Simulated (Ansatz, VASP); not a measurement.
NbP: VASP beside Ansatz

```
Nb P
1.0
    -1.67492    1.67492    5.74011
     1.67492   -1.67492    5.74011
     1.67492    1.67492   -5.74011
Nb P
2 2
Direct
  0.74995 0.74995 0.00000
  0.49995 0.99995 0.50000
  0.33268 0.33268 0.00000
  0.08268 0.58268 0.50000
```

Alike in both runs: task single point; functional PBE; k mesh 18 × 18 × 18; occupations gaussian, width 0.1 eV; no spin polarisation.

```csv
,VASP,Ansatz
version,VASP 6.6.1,Ansatz 0.2.0
potentials or method,"VASP PAW PBE potentials, release 64 (Nb_sv, P), cutoff 520 eV","scalar-relativistic, plane waves, PAW"
valence electrons in the cell,36,36
```

```tsv
	VASP	Ansatz	Ansatz less VASP
gap on the k mesh at the Fermi level (eV)	none	none	-
pressure (GPa)	-1.5	-1.1	+0.39
traceless stress, the component that is largest in VASP (GPa)	-0.29	-0.31	-0.022
```

A gap of «none» marks a metal or a gap that the smearing closes. The functional is the same, so the differences come from potentials, cutoffs and numerics.
